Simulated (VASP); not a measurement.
Input of a VASP 6.6.1 run:

The input INCAR:

```
ALGO = Normal ; EDIFF = 1E-6
ENCUT = 520 ; GGA = PE
ISIF = 2 ; ISMEAR = 0
LASPH = T ; LCHARG = T
LELF = T ; LREAL = F
LVHAR = T ; LWAVE = F
NBANDS = 16 ; NELM = 100
PREC = Accurate ; SIGMA = 0.15
```

The input KPOINTS:

```
k-points
0
Gamma
  16 16 16
```

File POSCAR:

```
GaSb
1.0
   -2.7012000000      2.7012000000      1.5178500000
    2.7012000000     -2.7012000000      1.5178500000
    2.7012000000      2.7012000000     -1.5178500000
Ga Sb
1 1
Direct
    0.2500000000      0.7500000000      0.5000000000
    0.0000000000      0.0000000000      0.0000000000
```

Potentials or basis: VASP PAW PBE potentials, release 64 (Ga_d, Sb).

Command:

```console
$ cat potpaw_PBE.64/Ga_d/POTCAR potpaw_PBE.64/Sb/POTCAR > POTCAR
$ mpirun -np 1 vasp_std > vasp.out
```

(1) Predict the pressure.

(2) Predict the band gap on the k mesh.

## Answers

(1) 5.6 GPa.

(2) zero (band 9 reaches 9.29 eV, above the bottom of band 10 at 4.32 eV).

Caveat: spin-orbit coupling is left out, which moves the levels of the heavy elements.
